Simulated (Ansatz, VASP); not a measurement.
# One calculation of Tl, two programs

Contents of INCAR:

```
PREC     = Accurate       # precision mode
ENCUT    = 520            # plane-wave cutoff, eV
EDIFF    = 1E-6           # SCF threshold, eV
ISMEAR   = -1             # smearing method
SIGMA    = 0.1            # smearing width, eV
LREAL    = False          # projectors in reciprocal space
LASPH    = True           # aspherical terms in the spheres
NELM     = 100            # most SCF steps
ALGO     = Normal         # electronic algorithm
ISIF     = 2              # what is computed and relaxed
LWAVE    = False          # write WAVECAR
LCHARG   = True           # write CHGCAR
GGA      = RE             # functional
LELF     = True           # ELF
LVHAR    = True         
NBANDS   = 12             # bands
```

Contents of KPOINTS:

```
regular mesh
0
Gamma
  12 12 12
```

POSCAR

```
Tl
1.0
   -1.9377487257      1.9377487257      1.9377487257
    1.9377487257     -1.9377487257      1.9377487257
    1.9377487257      1.9377487257     -1.9377487257
Tl
1
Direct
    0.0000000000      0.0000000000      0.0000000000
```

Input for Ansatz:

```yaml
crystal:
  lattice:
    - [-1.9377487257, 1.9377487257, 1.9377487257]
    - [1.9377487257, -1.9377487257, 1.9377487257]
    - [1.9377487257, 1.9377487257, -1.9377487257]
  atoms:
    - { symbol: Tl, position: [0.0, 0.0, 0.0] }
hamiltonian:
  xc: revpbe
  pseudopotentials:
    kind: paw
    azcp:
      Tl: "pseudopotentials/Tl.paw.azcp"
basis:
  ecutwfc: 420
  fft_grid_basis: typed
kpoints:
  mp_grid: { grid: [12, 12, 12], shift: [0, 0, 0] }
magnetization:
  spin_polarized: false
scf:
  occupations: { method: fermi_dirac, width: 0.1 }
  lower_state_search: "off"
output:
  stress: true
```

Alike in both runs: task single point; functional revPBE; k mesh 12 × 12 × 12; occupations fermi-dirac, width 0.1 eV; no spin polarisation.

|  | VASP | Ansatz |
| --- | --- | --- |
| version | VASP 6.6.1 | Ansatz 0.2.0 |
| potentials or method | VASP PAW PBE potentials, release 64 (Tl_d), cutoff 520 eV | plane waves (420 eV) with PAW, scalar-relativistic |
| valence electrons in the cell | 13 | 13 |

```csv
,VASP,Ansatz,Ansatz less VASP
pressure (GPa),3.8,3.9,+0.07
```

VASP's potentials were made for PBE, not for revPBE. With one functional, cell and mesh, what is left measures potentials, basis and numerics.

Neither program's run includes spin-orbit coupling.
